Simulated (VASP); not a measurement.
# Au12I in VASP: notebook

Au12I is run at these levels: PBE; tasks: single point.

Everything below comes from runs of VASP 6.6.1. Logs are shortened: lines on timing, memory, paths and dates and some standing lists are left out, and cuts for length are marked.

### Step 1. The cell of the first run

The cell holds a slab with vacuum, 13 atoms: a = 5.770 Å, b = 5.770 Å, c = 16.711 Å, α = 90.00°, β = 90.00°, γ = 60.00°.

### Step 2. Single point, PBE

Contents of INCAR:

```
SYSTEM = Au12I
  PREC = Accurate
  ENCUT = 520
  EDIFF = 1E-7
  ISMEAR = -1
  SIGMA = 0.05
  LREAL = .False.
  LASPH = .True.
  NELM = 100
  ALGO = Normal
  ISIF = 2
  LWAVE = .False.
  LCHARG = .False.
  GGA = PE
  NBANDS = 82
```

Contents of KPOINTS:

```
Automatic mesh
0
Gamma
  3 3 1
  0 0 0
```

Contents of POSCAR:

```
Au12I
1.0
    5.7699910000      0.0000000000      0.0000000000
    2.8849960000      4.9969590000      0.0000000000
    0.0000000000      0.0000000000     16.7111780000
Au I
12 1
Direct
    0.1666696938      0.1666613634      0.0598401860
    0.6666704737      0.1666613634      0.0598401860
    0.1666679892      0.6666654659      0.0598401860
    0.6666687691      0.6666654659      0.0598401860
   -0.2098876736      0.3386659766      0.2100689730
    0.3315445188      0.3110892045      0.2253222364
   -0.1969526998      0.8106130148      0.2169745305
    0.2952499758      0.8316858313      0.2089918496
   -0.0342488262      0.0198320619      0.3562764995
    0.4298752959      0.0181710516      0.3902776932
   -0.0545057574      0.5285614711      0.3628050638
    0.4618319950      0.5201163348      0.3713263063
    0.6640517306      0.2794899858      0.5135065882
```

Potentials or basis: VASP PAW PBE potentials, release 64 (Au, I).

On the command line:

```
$ cat potpaw_PBE.64/Au/POTCAR potpaw_PBE.64/I/POTCAR > POTCAR
$ mpirun -np 1 vasp_std > vasp.out
```

OUTCAR:

```text
SYSTEM = Au12I
   PREC = Accurate
   ENCUT = 520
   EDIFF = 1E-7
   ISMEAR = -1
   LREAL = .False.
   LASPH = .True.
   NELM = 100
   ISIF = 2
   GGA = PE

 ion  position               nearest neighbor table
   1  0.167  0.167  0.060-   3 2.88   4 2.88   2 2.88   2 2.89   4 2.89   3 2.89   8 3.01   5 3.14
                             6 3.17
   2  0.667  0.167  0.060-   3 2.88   4 2.88   1 2.88   1 2.89   3 2.89   4 2.89   5 2.92   7 3.18
                             6 3.24
   3  0.167  0.667  0.060-   2 2.88   1 2.88   4 2.88   4 2.89   2 2.89   1 2.89   8 2.89   7 3.20
                             6 3.29
   4  0.667  0.667  0.060-   2 2.88   1 2.88   3 2.88   3 2.89   1 2.89   2 2.89   7 2.98   5 3.01
                             8 3.11
   5  0.790  0.339  0.210-   6 2.74   7 2.76   8 2.85   2 2.92   9 2.92   8 2.92   4 3.01   7 3.01
                             6 3.06  11 3.08   1 3.14  12 3.16
   6  0.332  0.311  0.225-   5 2.74   7 2.81   8 2.89   8 2.92   7 2.97  12 2.98  11 3.00   5 3.06
                            10 3.13   1 3.17   2 3.24   3 3.29
   7  0.803  0.811  0.217-   5 2.76   6 2.81  11 2.82   8 2.87   8 2.91   6 2.97   4 2.98   9 2.98
                             5 3.01   2 3.18   3 3.20  10 3.45
   8  0.295  0.832  0.209-   5 2.85   7 2.87   6 2.89   3 2.89   7 2.91   6 2.92   5 2.92   9 2.96
                             1 3.01   4 3.11  12 3.13  10 3.43
   9  0.966  0.020  0.356-  10 2.73  11 2.88  12 2.88  11 2.90  12 2.91   5 2.92   8 2.96   7 2.98
                            13 3.09  10 3.15
  10  0.430  0.018  0.390-   9 2.73  12 2.80  11 2.91  11 2.94  12 3.01   6 3.13   9 3.15  13 3.22
                             8 3.43   7 3.45
  11  0.945  0.529  0.363-   7 2.82  12 2.82   9 2.88   9 2.90  10 2.91  10 2.94  12 2.96   6 3.00
                             5 3.08
  12  0.462  0.520  0.371-  13 2.70  10 2.80  11 2.82   9 2.88   9 2.91  11 2.96   6 2.98  10 3.01
                             8 3.13   5 3.16
  13  0.664  0.279  0.514-  12 2.70   9 3.09  10 3.22

  LATTYP: Found a hexagonal cell.
 ALAT       =     5.7699914357
 C/A-ratio  =     2.8962223231

  Lattice vectors:

 A1 = (  -2.8849960000,  -4.9969590000,   0.0000000000)
 A2 = (   5.7699910000,   0.0000000000,   0.0000000000)
 A3 = (   0.0000000000,   0.0000000000,  16.7111780000)

Analysis of symmetry for initial positions (statically):
=====================================================================
 Subroutine PRICEL returns:
 Original cell was already a primitive cell.

 Routine SETGRP: Setting up the symmetry group for a
 hexagonal supercell.

 Subroutine GETGRP returns: Found  1 space group operations
 (whereof  1 operations were pure point group operations)
 out of a pool of 24 trial point group operations.

The static configuration has the point symmetry C_1 .

Analysis of symmetry for dynamics (positions and initial velocities):
=====================================================================
 Subroutine PRICEL returns:
 Original cell was already a primitive cell.

 Routine SETGRP: Setting up the symmetry group for a
 hexagonal supercell.

 Subroutine GETGRP returns: Found  1 space group operations
 (whereof  1 operations were pure point group operations)
 out of a pool of 24 trial point group operations.

The dynamic configuration has the point symmetry C_1 .

 Subroutine INISYM returns: Found  1 space group operations
 (whereof  1 operations are pure point group operations),
 and found     1 'primitive' translations

----------------------------------------------------------------------------------------

                                     Primitive cell

  volume of cell :     481.8235

  direct lattice vectors                    reciprocal lattice vectors
     5.769991000  0.000000000  0.000000000     0.173310496 -0.100060874  0.000000000
     2.884996000  4.996959000  0.000000000     0.000000000  0.200121714  0.000000000
     0.000000000  0.000000000 16.711178000     0.000000000  0.000000000  0.059840186

  length of vectors
     5.769991000  5.769991436 16.711178000     0.200121729  0.200121714  0.059840186

  position of ions in fractional coordinates (direct lattice)
     0.166669694  0.166661363  0.059840186
     0.666670474  0.166661363  0.059840186
     0.166667989  0.666665466  0.059840186
     0.666668769  0.666665466  0.059840186
[... 33 lines left out ...]

 Generating k-lattice:

  Cartesian coordinates                     Fractional coordinates (reciprocal lattice)
     0.057770165 -0.033353625  0.000000000     0.333333333  0.000000000  0.000000000
     0.000000000  0.066707238  0.000000000     0.000000000  0.333333333  0.000000000
     0.000000000  0.000000000  0.059840186     0.000000000  0.000000000  1.000000000

  Length of vectors
     0.066707243  0.066707238  0.059840186

  Shift w.r.t. Gamma in fractional coordinates (k-lattice)
     0.000000000  0.000000000  0.000000000

 Subroutine IBZKPT returns following result:
 ===========================================

 Found      5 irreducible k-points:

 Following reciprocal coordinates:
            Coordinates               Weight
  0.000000  0.000000  0.000000      1.000000
  0.333333 -0.000000  0.000000      2.000000
  0.333333  0.333333  0.000000      2.000000
  0.000000  0.333333  0.000000      2.000000
 -0.333333  0.333333  0.000000      2.000000
   k-points           NKPTS =      5   k-points in BZ     NKDIM =      5   number of bands    NBANDS=     82
   number of dos      NEDOS =    301   number of ions     NIONS =     13
   total plane-waves  NPLWV = 290304
   dimension x,y,z NGX =    48 NGY =   48 NGZ =  126
   dimension x,y,z NGXF=    96 NGYF=   96 NGZF=  252
   ions per type =              12   1
   NGX,Y,Z   is equivalent  to a cutoff of  13.83, 13.83, 12.53 a.u.
   NGXF,Y,Z  is equivalent  to a cutoff of  27.66, 27.66, 25.07 a.u.
 SYSTEM =  Au12I
   PREC   = accura    normal or accurate (medium, high low for compatibility)
   ISTART =      0    job   : 0-new  1-cont  2-samecut
   ICHARG =      2    charge: 1-file 2-atom 10-const
   ISPIN  =      1    spin polarized calculation?
   LNONCOLLINEAR =      F non collinear calculations
   LSORBIT =      F    spin-orbit coupling
   LASPH  =      T    aspherical Exc in radial PAW
   ENCUT  =  520.0 eV  38.22 Ry    6.18 a.u.  10.73 10.73 31.07*2*pi/ulx,y,z
   NELM   =    100;   NELMIN=  2; NELMDL= -5     # of ELM steps
   EDIFF  = 0.1E-06   stopping-criterion for ELM
   LREAL  =      F    real-space projection
   EDIFFG = 0.1E-05   stopping-criterion for IOM
   NSW    =      0    number of steps for IOM
   IBRION =     -1    ionic relax: 0-MD 1-quasi-New 2-CG
   NFREE  =      0    steps in history (QN), initial steepest desc. (CG)
   ISIF   =      2    stress and relaxation
   ISYM   =      2    0-nonsym 1-usesym 2-fastsym
   POTIM  = 0.5000    time-step for ionic-motion
   TEBEG  =    0.0;   TEEND  =   0.0 temperature during run
   PSTRESS=    0.0 pullay stress
   NELECT =     139.0000    total number of electrons
   NUPDOWN=      -1.0000    fix difference up-down
   EMIN   =  10.00;   EMAX   =-10.00  energy-range for DOS
   EFERMI =   0.00;   METHOD = LEGACY
   ISMEAR =    -1;   SIGMA  =   0.05  broadening in eV -4-tet -1-fermi 0-gaus
   EFERMI_NEDOS =   21; number of points for ismear=-14 and -15
   IALGO  =     38    algorithm
   IMIX   =      4    mixing-type and parameters
     AMIX     =   0.40;   BMIX     =  1.00
     AMIX_MAG =   1.60;   BMIX_MAG =  1.00
  volume/ion in A,a.u.               =      37.06       250.12
  Fermi-wavevector in a.u.,A,eV,Ry     =   1.081726  2.044165 15.920588  1.170130
  Thomas-Fermi vector in A             =   2.217749
   LORBIT       =      0    0 simple, 1 ext, 2 COOP (PROOUT), +10 PAW based schemes
   GGA     = PE    functional components
   LHFCALC =     F    Hartree Fock is set to
   AEXX    =    0.0000 exact exchange contribution
   IVDW    =     0    specifies the selected vdW correction
   LEPSILON=     F    determine dielectric tensor
   LRPA    =     F    only Hartree local field effects (RPA)
 non-spin polarized calculation
  energy-cutoff  :      520.00
  volume of cell :      481.82
 maximum number of plane-waves:     13047
 NGX is ok and might be reduce to    48
   NGX = 21   NGY = 21   NGZ = 63

 number of electron     139.0000011 magnetization

 Free energy of the ion-electron system (eV)
  ---------------------------------------------------
  ext. energy  EPLUGINS =         0.00000000
  ---------------------------------------------------
  free energy    TOTEN  =       -37.68030850 eV

  energy without entropy =      -37.59027185  energy(sigma->0) =      -37.63529017

 E-fermi :   1.8456     XC(G=0):  -7.2291

 val. band max:        1.8206558794   @ k =   0.3333   0.3333   0.0000
 cond. band min:       1.8525266546   @ k =   0.0000   0.3333   0.0000
 fundamental gap:      0.0318707752
 Fermi energy:         1.8455883507

 k-point     1 :       0.0000    0.0000    0.0000
  band No.  band energies     occupation
      1     -10.8420      2.00000
      2      -6.8176      2.00000
      3      -5.6252      2.00000
      4      -5.1955      2.00000
      5      -4.7148      2.00000
      6      -4.6955      2.00000
[... 409 lines left out ...]
     80       6.7525      0.00000
     81       6.8777      0.00000
 [bands above 81 left out]

------------------------ aborting loop because EDIFF is reached ----------------------------------------

  FORCE on cell =-STRESS in cart. coord.  units (eV):
  Direction    XX          YY          ZZ          XY          YZ          ZX
  --------------------------------------------------------------------------------------
  -------------------------------------------------------------------------------------
  Total       -7.2332682     -7.7725763     -0.4197701      0.0353470     -0.6899083      0.5219005
  in kB      -24.0523306    -25.8456579     -1.3958351      0.1175373     -2.2941086      1.7354428
  external PRESSURE =     -17.0979412 kB  Pullay stress =       0.0000000 kB

 VOLUME and BASIS-vectors are now :
 -----------------------------------------------------------------------------
  energy-cutoff  :      520.00
  volume of cell :      481.82
      direct lattice vectors                 reciprocal lattice vectors
     5.769991000  0.000000000  0.000000000     0.173310496 -0.100060874  0.000000000
     2.884996000  4.996959000  0.000000000     0.000000000  0.200121714  0.000000000
     0.000000000  0.000000000 16.711178000     0.000000000  0.000000000  0.059840186

 POSITION                                       TOTAL-FORCE (eV/Angst)
 -----------------------------------------------------------------------------------
      1.44250      0.83280      1.00000         0.077111      0.070076      0.055483
      4.32750      0.83280      1.00000        -0.156125     -0.050061     -0.014849
      2.88500      3.33130      1.00000        -0.142792     -0.106830     -0.164449
      5.77000      3.33130      1.00000         0.071628      0.012210     -0.005760
      5.53599      1.69230      3.51050         0.387880     -0.364406      0.042451
      2.81050      1.55450      3.76540        -0.564437      0.086256      0.075776
      6.97219      4.05060      3.62590         0.352701      0.327180     -0.071006
      4.10300      4.15590      3.49250        -0.068964      0.146302      0.525369
      5.62959      0.09910      5.95380        -0.303721     -0.306088     -0.022276
      2.53280      0.09080      6.52200         0.635427      0.231194     -0.235771
      6.98039      2.64120      6.06290         0.316713      0.006541     -0.058017
      4.16530      2.59900      6.20530        -0.564141      0.266733     -0.410865
      4.63790      1.39660      8.58130        -0.041280     -0.319108      0.283915
 -----------------------------------------------------------------------------------
    total drift:                                0.000373      0.000395     -0.000015

  FREE ENERGIE OF THE ION-ELECTRON SYSTEM (eV)
  ---------------------------------------------------
  free  energy   TOTEN  =       -37.6803084955 eV

  energy  without entropy=      -37.5902718540  energy(sigma->0) =      -37.63529017
```

Run time: 6.7 min. Hardware: 1 thread of Intel Xeon Platinum 8488C (Sapphire Rapids), shared host; peak memory 0.67 GiB.

What came out:

| Quantity | Value |
| --- | --- |
| Free energy | -37.6803 eV |
| Largest force | 0.747 eV/Å |
| Band gap on the k mesh | zero (an odd number of electrons rules out a gap without spin polarisation) |

Forces on the atoms (eV/Å):
```
Au   0.077  0.070  0.055
Au  -0.156 -0.050 -0.015
Au  -0.143 -0.107 -0.164
Au   0.072  0.012 -0.006
Au   0.388 -0.364  0.042
Au  -0.564  0.086  0.076
Au   0.353  0.327 -0.071
Au  -0.069  0.146  0.525
Au  -0.304 -0.306 -0.022
Au   0.635  0.231 -0.236
Au   0.317  0.007 -0.058
Au  -0.564  0.267 -0.411
I   -0.041 -0.319  0.284
```

Levels at points of the mesh, in eV from the Fermi level:
| k point | band 67 | band 68 | band 69 | band 70 | band 71 | band 72 |
| --- | --- | --- | --- | --- | --- | --- |
| (0.00, 0.00, 0.00) | -1.08 | 0.09 | 0.25 | 0.45 | 0.53 | 1.07 |

Caveat: the k points lie up to 0.42 Å⁻¹ apart, too coarse for converged energies and pressures of a metal; there is no dipole correction, which matters where the two faces differ; spin-orbit coupling is left out, which moves the levels of the heavy elements; an odd number of electrons without spin polarisation forces a metal; a magnetic or distorted state may lie lower.

### Step 3. Single point, PBE

Contents of INCAR:

```
PREC     = Accurate       # precision mode
ENCUT    = 520            # plane-wave cutoff, eV
EDIFF    = 1E-6           # SCF threshold, eV
ISMEAR   = -1             # smearing method
SIGMA    = 0.05           # smearing width, eV
LREAL    = F              # projectors in reciprocal space
LASPH    = T              # aspherical terms in the spheres
NELM     = 80             # most SCF steps
ALGO     = Normal         # electronic algorithm
ISIF     = 2              # what is computed and relaxed
LWAVE    = F              # write WAVECAR
LCHARG   = T              # write CHGCAR
GGA      = PE             # functional
LELF     = T              # ELF
LVHAR    = T            
NBANDS   = 82             # bands
```

Contents of KPOINTS:

```
regular mesh
0
Gamma
  3 3 1
```

Contents of POSCAR:

```
Au12I
1.0
    5.7699910000      0.0000000000      0.0000000000
    2.8849960000      4.9969590000      0.0000000000
    0.0000000000      0.0000000000     16.7111780000
Au I
12 1
Direct
    0.1666696938      0.1666613634      0.0598401860
    0.6666704737      0.1666613634      0.0598401860
    0.1666679892      0.6666654659      0.0598401860
    0.6666687691      0.6666654659      0.0598401860
   -0.2365205482      0.3541153730      0.2126121809
    0.2454612738      0.3685241364      0.2149279961
   -0.2318593842      0.8771334726      0.2068376030
    0.2871586058      0.8418720266      0.2447403768
   -0.0602336298      0.0474688706      0.3815350420
    0.4182125690      0.0585155892      0.3714400026
   -0.0882392443      0.5463923158      0.3609500180
    0.3988094888      0.5745494410      0.3935928395
    0.6408003040      0.2573965486      0.5270843264
```

Potentials or basis: VASP PAW PBE potentials, release 64 (Au, I).

On the command line:

```
$ cat potpaw_PBE.64/Au/POTCAR potpaw_PBE.64/I/POTCAR > POTCAR
$ mpirun -np 1 vasp_std > vasp.out
```

Run time: 6.5 min. Hardware: 1 thread of Intel Xeon Platinum 8488C (Sapphire Rapids), shared host; peak memory 0.67 GiB.

Results (log left out):

- Free energy: -37.8527 eV
- Largest force: 0.831 eV/Å
- Band gap on the k mesh: zero (an odd number of electrons rules out a gap without spin polarisation)

Forces in eV/Å, atoms in the order of the input:
```
Au  -0.027 -0.184 -0.034
Au  -0.001  0.099 -0.205
Au   0.139  0.102  0.017
Au  -0.210  0.036 -0.120
Au   0.126  0.247  0.156
Au   0.339 -0.160  0.079
Au  -0.265 -0.311  0.488
Au  -0.292  0.007 -0.208
Au  -0.774  0.299 -0.039
Au   0.701  0.198  0.220
Au   0.120  0.374 -0.226
Au   0.212 -0.637  0.036
I   -0.068 -0.069 -0.163
```

Levels at points of the mesh, in eV from the Fermi level:
```csv
k point,band 66,band 67,band 68,band 69,band 70,band 71,band 72,band 73
"(0.00, 0.00, 0.00)",-1.43,-1.32,0.14,0.37,0.47,0.63,1.02,1.18
```

Caveat: the k points lie up to 0.42 Å⁻¹ apart, too coarse for converged energies and pressures of a metal; there is no dipole correction, which matters where the two faces differ; spin-orbit coupling is left out, which moves the levels of the heavy elements; an odd number of electrons without spin polarisation forces a metal; a magnetic or distorted state may lie lower.

### Step 4. Single point, PBE

Contents of INCAR:

```
  PREC = Accurate
  ENCUT = 520
  EDIFF = 1E-6
  ISMEAR = -1
  SIGMA = 0.05
  LREAL = False
  LASPH = True
  NELM = 80
  ALGO = Normal
  ISIF = 2
  LWAVE = False
  LCHARG = True
  GGA = PE
  LELF = True
  LVHAR = True
  NBANDS = 82
```

KPOINTS is that of step 3.

Contents of POSCAR:

```
Au12I
1.0
    5.7699910000      0.0000000000      0.0000000000
    2.8849960000      4.9969590000      0.0000000000
    0.0000000000      0.0000000000     16.7111780000
Au I
12 1
Direct
    0.1666696938      0.1666613634      0.0598401860
    0.6666704737      0.1666613634      0.0598401860
    0.1666679892      0.6666654659      0.0598401860
    0.6666687691      0.6666654659      0.0598401860
   -0.2455876840      0.3928389246      0.2223601472
    0.2446553960      0.3846939709      0.2154186856
   -0.2808468384      0.9003075671      0.2140962175
    0.2202029711      0.8647259263      0.2542968545
   -0.1090262034      0.1060244841      0.3924319399
    0.4096739395      0.0704628555      0.3830789188
   -0.0640372912      0.5685257774      0.3654739361
    0.3898220629      0.6392487911      0.4198507131
    0.5434997310      0.2287391191      0.5235776915
```

On the command line:

```
$ cat potpaw_PBE.64/Au/POTCAR potpaw_PBE.64/I/POTCAR > POTCAR
$ mpirun -np 1 vasp_std > vasp.out
```

It took 5.6 min on 1 thread of Intel Xeon 6975P-C (Granite Rapids), shared host; peak memory 0.66 GiB.

The run converged. Its results:

```yaml
Free_energy: -37.7230 eV
Largest_force: 0.847 eV/Å
Band_gap_on_the_k_mesh: zero (an odd number of electrons rules out a gap without spin polarisation)
```

Forces on the atoms (eV/Å):
```
Au  -0.083 -0.148 -0.068
Au   0.095  0.071  0.031
Au   0.120  0.146 -0.024
Au  -0.140 -0.002 -0.076
Au  -0.496 -0.152  0.093
Au   0.052 -0.012  0.075
Au   0.111 -0.107  0.328
Au   0.393  0.174  0.342
Au   0.166 -0.116 -0.348
Au   0.169  0.321 -0.758
Au  -0.106  0.418 -0.204
Au  -0.347 -0.589 -0.236
I    0.065 -0.001  0.844
```

Levels at points of the mesh, in eV from the Fermi level:
```tsv
k point	band 66	band 67	band 68	band 69	band 70	band 71	band 72	band 73
(0.00, 0.00, 0.00)	-1.59	-1.32	0.06	0.36	0.55	0.78	1.05	1.18
```

Caveat: the k points lie up to 0.42 Å⁻¹ apart, too coarse for converged energies and pressures of a metal; there is no dipole correction, which matters where the two faces differ; spin-orbit coupling is left out, which moves the levels of the heavy elements; an odd number of electrons without spin polarisation forces a metal; a magnetic or distorted state may lie lower.

(Part 1 of 2 ends here.)

The gap in the log of VASP goes by the Fermi energy; the results here count the filled bands.